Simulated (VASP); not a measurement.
**BiAu: single point with r2SCAN**

BiAu:

```xyz
2
Lattice="0.0000 3.2588 3.2588 3.2588 0.0000 3.2588 3.2588 3.2588 0.0000" Properties=species:S:1:pos:R:3 pbc="T T T"
Au    0.0000    0.0000    0.0000
Bi    1.6294    1.6294    1.6294
```

```yaml
Program: VASP 6.6.1
Task: single point
Functional: r2SCAN
Potentials_or_basis: VASP PAW PBE potentials, release 64 (Au, Bi_d)
Cutoff: 520 eV
k_mesh: 10 × 10 × 10
Occupations: gaussian, width 0.05 eV
Spin: no spin polarisation
```

* Pressure: -3.3 GPa
* Band gap on the k mesh: zero (bands 13 and 14 overlap by 3.44 eV)

Levels at points of the mesh, in eV from the Fermi level:
```csv
k point,band 10,band 11,band 12,band 13,band 14,band 15,band 16,band 17
"(0.00, 0.00, 0.00)",-4.04,-4.04,0.70,2.52,2.52,2.52,5.78,5.78
"(0.50, 0.00, 0.00)",-4.02,-4.02,-3.77,1.06,1.06,2.21,6.73,6.73
"(0.50, 0.50, 0.00)",-3.99,-3.73,-3.49,-0.74,-0.74,3.62,3.67,10.52
```

It took 84 s on 1 thread of Intel(R) Xeon(R) 6975P-C (Granite Rapids) (shared host), peak memory 0.26 GiB.

Caveat: the cell stands under tension; the PAW data sets were made with another functional, which shifts forces and pressure a little; spin-orbit coupling is left out, which moves the levels of the heavy elements.
